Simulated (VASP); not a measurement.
Input of a VASP 6.6.1 run:

INCAR

```
SYSTEM = C
PREC = Accurate ; ENCUT = 910
EDIFF = 1E-6 ; ISMEAR = 0
SIGMA = 0.05 ; LREAL = .False.
LASPH = .True. ; NELM = 120
ALGO = Normal ; ISIF = 2
LWAVE = .False. ; LCHARG = .False.
NBANDS = 11 ; GGA_COMPAT = .False.
```

File KPOINTS:

```
regular mesh
0
Gamma
  12 12 12
  0 0 0
```

The input POSCAR:

```
C
1.0
    0.0000000000      1.8380038116      1.6689074609
    1.8380038116      0.0000000000      1.6689074609
    1.8380038116      1.8380038116      0.0000000000
C
2
Direct
    0.5000000000      0.5000000000      0.5000000000
    0.7500000000      0.7500000000      0.7500000000
```

Potentials or basis: VASP PAW LDA potentials, release 64 (C_h).

The run is started by

```sh
$ cat potpaw_LDA.64/C_h/POTCAR > POTCAR
$ mpirun -np 1 vasp_std > vasp.out
```

Q: Estimate the band gap on the k mesh.

A: 1.79 eV, indirect (least direct gap 3.99 eV).

Q: What does it give for the pressure?

A: -9.8 GPa.

Stress tensor (GPa, compression positive):
```
-36.76   0.00   0.00
  0.00 -36.76   0.00
  0.00   0.00  44.09
```

Caveat: the cutoff is under 1.25 times the usual one of these potentials, so pressure, stress and relaxed cells hold a basis-set (Pulay) error. A k mesh can miss the band edges.
